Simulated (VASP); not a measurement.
Input of a VASP 6.6.1 run:

The input INCAR:

```
PREC = Accurate
ENCUT = 520
EDIFF = 1E-6
ISMEAR = 0
SIGMA = 0.1
LREAL = False
LASPH = True
NELM = 60
ALGO = Normal
ISIF = 2
LWAVE = False
LCHARG = False
GGA = PE
NBANDS = 32
```

The input KPOINTS:

```
regular mesh
0
Gamma
  6 6 6
```

File POSCAR:

```
Cd3S2
1.0
    1.9291091605      1.1137716931      8.9423995102
   -1.9291091605      1.1137716931      8.9423995102
    0.0000000000     -2.2275433861      8.9423995102
Cd S
3 2
Direct
    0.0000000000      0.0000000000      0.0000000000
    0.2095000000      0.2095000000      0.2095000000
    0.7905000000      0.7905000000      0.7905000000
    0.4000000000      0.4000000000      0.4000000000
    0.6000000000      0.6000000000      0.6000000000
```

Potentials or basis: VASP PAW PBE potentials, release 64 (Cd, S).

Run with:

```sh
$ cat potpaw_PBE.64/Cd/POTCAR potpaw_PBE.64/S/POTCAR > POTCAR
$ mpirun -np 1 vasp_std > vasp.out
```

What does it give for the pressure?

-2.1 GPa.

Predict the band gap on the k mesh.

zero (bands 24 and 25 overlap by 0.14 eV).

Predict the largest force.

0.705 eV/Å.

Stress tensor (GPa, compression positive):
```
-1.17  0.00  0.00
 0.00 -1.17  0.00
 0.00  0.00 -3.94
```

Caveat: semilocal functionals underestimate gaps, and a narrow one can read as zero.
